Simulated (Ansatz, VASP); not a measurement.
# One calculation of Se, two programs

```
Se
1.0
     5.17904    0.00000    0.00000
     0.00000    5.17904    0.00000
     0.00000    0.00000    5.17904
Se
4
Direct
  0.00000 0.00000 0.00000
  0.50000 0.00000 0.00000
  0.00000 0.50000 0.00000
  0.00000 0.00000 0.50000
```

Alike in both runs: functional PBE; k mesh 4 × 4 × 4; occupations gaussian, width 0.1 eV; no spin polarisation.

Ansatz relaxed the structure, and its values are those at the end. VASP's run is a single point on that final structure, the one shown.

|  | VASP | Ansatz |
| --- | --- | --- |
| version | VASP 6.6.1 | Ansatz 0.2.0 |
| potentials or method | VASP PAW PBE potentials, release 64 (Se), cutoff 520 eV | scalar-relativistic, plane waves, PAW |
| valence electrons in the cell | 24 | 64 |

|  | VASP | Ansatz | Ansatz less VASP |
| --- | --- | --- | --- |
| gap on the k mesh at the Fermi level (eV) | none | none | - |
| pressure (GPa) | -0.1 | -0.1 | -0.01 |

A gap of «none» marks a metal or a gap that the smearing closes. VASP's potentials hold 24 valence electrons a cell and Ansatz's 64, so a difference there can come from the potentials and not from the codes.
